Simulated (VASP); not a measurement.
# SiC (Cm) in VASP: a series of runs

Runs on SiC. Level: PBE. Tasks: single point.

All numbers are computed with VASP 6.6.1; they aren't measurements. Logs are shortened: lines on timing, memory, paths and dates and some standing lists are left out, and cuts for length are marked.

### 1 The cell of the first run

The structure is monoclinic, space group Cm (No. 8). The conventional cell has a = 5.364 Å, b = 3.097 Å, c = 3.097 Å, α = 90.00°, β = 125.26°, γ = 90.00°. Within 2.2 Å of Si (site symmetry m) lie 4 C at 1.66 to 2.15 Å. C (site symmetry m) has 4 Si at 1.66 to 2.15 Å within 2.2 Å.

### 2 Single point, PBE (atom 2 (C) moved by (-0.300, +0.000) A along [1 1 0] and z)

Contents of INCAR:

```
  ALGO = Normal
  EDIFF = 1E-7
  ENCUT = 520
  GGA = PE
  ISIF = 2
  ISMEAR = 0
  LASPH = T
  LCHARG = F
  LREAL = F
  LWAVE = F
  NBANDS = 11
  NELM = 60
  PREC = Accurate
  SIGMA = 0.05
```

Contents of KPOINTS:

```
k-points
0
Gamma
  10 10 10
```

Contents of POSCAR:

```
SiC
1.0
    0.0000000000      2.1898640950      2.1898640950
    2.1898640950      0.0000000000      2.1898640950
    2.1898640950      2.1898640950      0.0000000000
Si C
1 1
Direct
    0.0000000000      0.0000000000      0.0000000000
    0.7500000000      0.7500000000      0.6531300459
```

Potentials or basis: VASP PAW PBE potentials, release 64 (Si, C).

Started as:

```
> cat potpaw_PBE.64/Si/POTCAR potpaw_PBE.64/C/POTCAR > POTCAR
> mpirun -np 1 vasp_std > vasp.out
```

OUTCAR:

```text
EDIFF = 1E-7
   ENCUT = 520
   GGA = PE
   ISIF = 2
   ISMEAR = 0
   LASPH = T
   LREAL = F
   NELM = 60
   PREC = Accurate

 ion  position               nearest neighbor table
   1  0.000  0.000  0.000-   2 1.66   2 1.92   2 1.92   2 2.15
   2  0.750  0.750  0.653-   1 1.66   1 1.92   1 1.92   1 2.15

  LATTYP: Found a face centered cubic cell.
 ALAT       =     4.3797281900

  Lattice vectors:

 A1 = (   0.0000000000,   2.1898640950,   2.1898640950)
 A2 = (   2.1898640950,   0.0000000000,   2.1898640950)
 A3 = (   2.1898640950,   2.1898640950,   0.0000000000)

Analysis of symmetry for initial positions (statically):
=====================================================================
 Subroutine PRICEL returns:
 Original cell was already a primitive cell.

 Routine SETGRP: Setting up the symmetry group for a
 face centered cubic supercell.

 Subroutine GETGRP returns: Found  2 space group operations
 (whereof  2 operations were pure point group operations)
 out of a pool of 48 trial point group operations.

The static configuration has the point symmetry C_1h.

Analysis of symmetry for dynamics (positions and initial velocities):
=====================================================================
 Subroutine PRICEL returns:
 Original cell was already a primitive cell.

 Routine SETGRP: Setting up the symmetry group for a
 face centered cubic supercell.

 Subroutine GETGRP returns: Found  2 space group operations
 (whereof  2 operations were pure point group operations)
 out of a pool of 48 trial point group operations.

The dynamic configuration has the point symmetry C_1h.

 Subroutine INISYM returns: Found  2 space group operations
 (whereof  2 operations are pure point group operations),
 and found     1 'primitive' translations

----------------------------------------------------------------------------------------

                                     Primitive cell

  volume of cell :      21.0030

  direct lattice vectors                    reciprocal lattice vectors
     0.000000000  2.189864095  2.189864095    -0.228324671  0.228324671  0.228324671
     2.189864095  0.000000000  2.189864095     0.228324671 -0.228324671  0.228324671
     2.189864095  2.189864095  0.000000000     0.228324671  0.228324671 -0.228324671

  length of vectors
     3.096935503  3.096935503  3.096935503     0.395469932  0.395469932  0.395469932

  position of ions in fractional coordinates (direct lattice)
     0.000000000  0.000000000  0.000000000
     0.750000000  0.750000000  0.653130046

[... 79 lines left out ...]
   NSW    =      0    number of steps for IOM
   IBRION =     -1    ionic relax: 0-MD 1-quasi-New 2-CG
   NFREE  =      0    steps in history (QN), initial steepest desc. (CG)
   ISIF   =      2    stress and relaxation
   ISYM   =      2    0-nonsym 1-usesym 2-fastsym
   POTIM  = 0.5000    time-step for ionic-motion
   TEBEG  =    0.0;   TEEND  =   0.0 temperature during run
   PSTRESS=    0.0 pullay stress
   NELECT =       8.0000    total number of electrons
   NUPDOWN=      -1.0000    fix difference up-down
   EMIN   =  10.00;   EMAX   =-10.00  energy-range for DOS
   EFERMI =   0.00;   METHOD = LEGACY
   ISMEAR =     0;   SIGMA  =   0.05  broadening in eV -4-tet -1-fermi 0-gaus
   EFERMI_NEDOS =   21; number of points for ismear=-14 and -15
   IALGO  =     38    algorithm
   IMIX   =      4    mixing-type and parameters
     AMIX     =   0.40;   BMIX     =  1.00
     AMIX_MAG =   1.60;   BMIX_MAG =  1.00
  volume/ion in A,a.u.               =      10.50        70.87
  Fermi-wavevector in a.u.,A,eV,Ry     =   1.186709  2.242555 19.160797  1.408279
  Thomas-Fermi vector in A             =   2.322876
   LORBIT       =      0    0 simple, 1 ext, 2 COOP (PROOUT), +10 PAW based schemes
   GGA     = PE    functional components
   LHFCALC =     F    Hartree Fock is set to
   AEXX    =    0.0000 exact exchange contribution
   IVDW    =     0    specifies the selected vdW correction
   LEPSILON=     F    determine dielectric tensor
   LRPA    =     F    only Hartree local field effects (RPA)
 non-spin polarized calculation
 Gauss-broadening in eV      SIGMA  =   0.05
  energy-cutoff  :      520.00
  volume of cell :       21.00
 maximum number of plane-waves:       588
   NGX = 11   NGY = 11   NGZ = 11

 number of electron       8.0000001 magnetization

 Free energy of the ion-electron system (eV)
  ---------------------------------------------------
  ext. energy  EPLUGINS =         0.00000000
  ---------------------------------------------------
  free energy    TOTEN  =       -14.19728711 eV

  energy without entropy =      -14.19724207  energy(sigma->0) =      -14.19726459

 E-fermi :   9.0017     XC(G=0): -11.2919

 val. band max:        8.9771077527   @ k =   0.0000   0.0000   0.0000
 cond. band min:       9.0268231629   @ k =   0.5000   0.5000   0.0000
 fundamental gap:      0.0497154102
 Fermi energy:         9.0017170712

 k-point     1 :       0.0000    0.0000    0.0000
  band No.  band energies     occupation
      1      -7.4076      2.00000
      2       6.4616      2.00000
      3       7.9565      2.00000
      4       8.9771      1.51361
      5      13.6079      0.00000
      6      14.9065      0.00000
      7      15.0777      0.00000
      8      15.9812      0.00000
      9      22.1703      0.00000
     10      22.2048      0.00000
     11      23.2966      0.00000
[... 309 lines left out ...]
 k-point    24 :       0.1000   -0.1000   -0.1000
  band No.  band energies     occupation
      1      -6.7081      2.00000
      2       4.9719      2.00000
      3       6.4140      2.00000
      4       8.3755      2.00000
      5      13.5978      0.00000
      6      14.5879      0.00000
      7      16.1608      0.00000
      8      17.4909      0.00000
      9      19.5035      0.00000
     10      22.0769      0.00000
     11      24.0642      0.00000

 [... further k-points ...]
[... 5 lines left out ...]
  --------------------------------------------------------------------------------------
  -------------------------------------------------------------------------------------
  Total        0.9748137      0.9748137      2.2580068      1.5972628     -2.0003304     -2.0003304
  in kB       74.3619416     74.3619416    172.2480650    121.8443760   -152.5916740   -152.5916695
  external PRESSURE =     106.9906494 kB  Pullay stress =       0.0000000 kB

 VOLUME and BASIS-vectors are now :
 -----------------------------------------------------------------------------
  energy-cutoff  :      520.00
  volume of cell :       21.00
      direct lattice vectors                 reciprocal lattice vectors
     0.000000000  2.189864095  2.189864095    -0.228324671  0.228324671  0.228324671
     2.189864095  0.000000000  2.189864095     0.228324671 -0.228324671  0.228324671
     2.189864095  2.189864095  0.000000000     0.228324671  0.228324671 -0.228324671

 POSITION                                       TOTAL-FORCE (eV/Angst)
 -----------------------------------------------------------------------------------
      0.00000      0.00000      0.00000        -4.199962     -4.199962      3.096919
      3.07266      3.07266      3.28480         4.199962      4.199962     -3.096919
 -----------------------------------------------------------------------------------
    total drift:                               -0.000041     -0.000041      0.000001

  FREE ENERGIE OF THE ION-ELECTRON SYSTEM (eV)
  ---------------------------------------------------
  free  energy   TOTEN  =       -14.1972871112 eV

  energy  without entropy=      -14.1972420741  energy(sigma->0) =      -14.19726459
```

stdout:

```text
POSCAR found type information on POSCAR SiC
 POSCAR found :  2 types and       2 ions
 scaLAPACK will be used
 LDA part: xc-table for (Slater+PW92), standard interpolation
 POSCAR, INCAR and KPOINTS ok, starting setup
 FFT: planning ... GRIDC
 FFT: planning ... GRID_SOFT
 FFT: planning ... GRID
 WAVECAR not read
 entering main loop
```

Run time: 39 s. Hardware: 1 thread of Intel Xeon 8259CL, shared host; peak memory 0.18 GiB.

Results:

```
Free energy            : -14.1973 eV
Pressure               : 10.7 GPa
Largest force          : 6.699 eV/Å
Band gap on the k mesh : 0.05 eV (least direct gap 3.83 eV)
```

Forces in eV/Å, atoms in the order of the input:
```
Si  -4.200 -4.200  3.097
C    4.200  4.200 -3.097
```

Stress tensor (GPa, compression positive):
```
  7.44  12.18 -15.26
 12.18   7.44 -15.26
-15.26 -15.26  17.22
```

Levels at points of the mesh, in eV from the valence-band top:
| k point | band 1 | band 2 | band 3 | band 4 | band 5 | band 6 | band 7 | band 8 |
| --- | --- | --- | --- | --- | --- | --- | --- | --- |
| (0.00, 0.00, 0.00) | -16.38 | -2.52 | -1.02 | 0.00 | 4.63 | 5.93 | 6.10 | 7.00 |
| (0.50, 0.00, 0.00) | -12.95 | -9.49 | -3.08 | -1.01 | 3.71 | 4.99 | 7.26 | 8.93 |
| (0.00, 0.00, 0.50) | -12.57 | -10.32 | -2.29 | -1.26 | 4.07 | 5.84 | 7.25 | 8.52 |
| (0.50, 0.50, 0.50) | -13.21 | -8.77 | -3.19 | -1.82 | 4.13 | 4.94 | 6.54 | 8.78 |
| (0.50, 0.50, 0.00) | -11.55 | -8.96 | -4.19 | -3.78 | 0.05 | 2.82 | 12.24 | 13.07 |
| (0.00, 0.50, 0.50) | -11.60 | -8.75 | -4.64 | -3.72 | 0.13 | 3.04 | 12.36 | 13.03 |

Caveat: the cell differs from its parent crystal (atom 2 (C) moved by (-0.300, +0.000) A along [1 1 0] and z); the cell stands under pressure; forces of over 1 eV/Å act on the atoms, so gaps and moduli don't describe the material at rest.

### 3 Single point, PBE (atom 2 (C) moved by (-0.150, -0.300) A along [1 1 0] and z)

Contents of INCAR:

```
PREC     = Accurate       # precision mode
ENCUT    = 520            # plane-wave cutoff, eV
EDIFF    = 1E-6           # SCF threshold, eV
ISMEAR   = 0              # smearing method
SIGMA    = 0.05           # smearing width, eV
LREAL    = F              # projectors in reciprocal space
LASPH    = T              # aspherical terms in the spheres
NELM     = 60             # most SCF steps
ALGO     = Normal         # electronic algorithm
ISIF     = 2              # what is computed and relaxed
LWAVE    = F              # write WAVECAR
LCHARG   = F              # write CHGCAR
GGA      = PE             # functional
NBANDS   = 11             # bands
```

Contents of KPOINTS:

```
regular mesh
0
Gamma
  10 10 10
```

Changes to POSCAR since step 2:

```diff
@@ -9,2 +9,2 @@
     0.0000000000      0.0000000000      0.0000000000
-    0.7500000000      0.7500000000      0.6531300459
+    0.6815025986      0.6815025986      0.7700624244
```

Potentials or basis: VASP PAW PBE potentials, release 64 (Si, C).

Started as:

```
> cat potpaw_PBE.64/Si/POTCAR potpaw_PBE.64/C/POTCAR > POTCAR
> mpirun -np 1 vasp_std > vasp.out
```

Run time: 34 s. Hardware: 1 thread of Intel Xeon 8259CL, shared host; peak memory 0.18 GiB.

Results (log left out):

| Property | Result |
| --- | --- |
| Free energy | -14.2411 eV |
| Pressure | 9.7 GPa |
| Largest force | 4.493 eV/Å |
| Band gap on the k mesh | zero (bands 4 and 5 overlap by 0.13 eV) |

Forces in eV/Å, atoms in the order of the input:
```
Si  -0.302 -0.302 -4.473
C    0.302  0.302  4.473
```

Stress tensor (GPa, compression positive):
```
 14.10 -16.04   0.35
-16.04  14.10   0.35
  0.35   0.35   0.93
```

Levels at points of the mesh, in eV from the Fermi level:
| k point | band 1 | band 2 | band 3 | band 4 | band 5 | band 6 | band 7 | band 8 | band 9 |
| --- | --- | --- | --- | --- | --- | --- | --- | --- | --- |
| (0.00, 0.00, 0.00) | -16.48 | -2.65 | -1.26 | 0.07 | 4.41 | 5.95 | 6.22 | 6.80 | 13.10 |
| (0.50, 0.00, 0.00) | -12.78 | -10.19 | -2.74 | -1.03 | 3.67 | 5.19 | 7.31 | 8.68 | 13.79 |
| (0.00, 0.00, 0.50) | -13.11 | -9.40 | -3.54 | -0.93 | 3.51 | 5.02 | 7.24 | 8.59 | 13.93 |
| (0.50, 0.50, 0.50) | -13.35 | -8.74 | -3.40 | -1.95 | 4.03 | 5.00 | 6.26 | 8.57 | 14.05 |
| (0.50, 0.50, 0.00) | -11.72 | -8.69 | -5.15 | -3.69 | 0.05 | 3.11 | 12.68 | 12.78 | 12.83 |
| (0.00, 0.50, 0.50) | -11.62 | -9.09 | -4.42 | -3.73 | -0.05 | 2.63 | 12.09 | 13.19 | 13.55 |

Caveat: the cell differs from its parent crystal (atom 2 (C) moved by (-0.150, -0.300) A along [1 1 0] and z); the cell stands under pressure; semilocal functionals underestimate gaps, so a narrow gap can read as zero; forces of over 1 eV/Å act on the atoms, so gaps and moduli don't describe the material at rest.

(Part 1 of 2 ends here.)
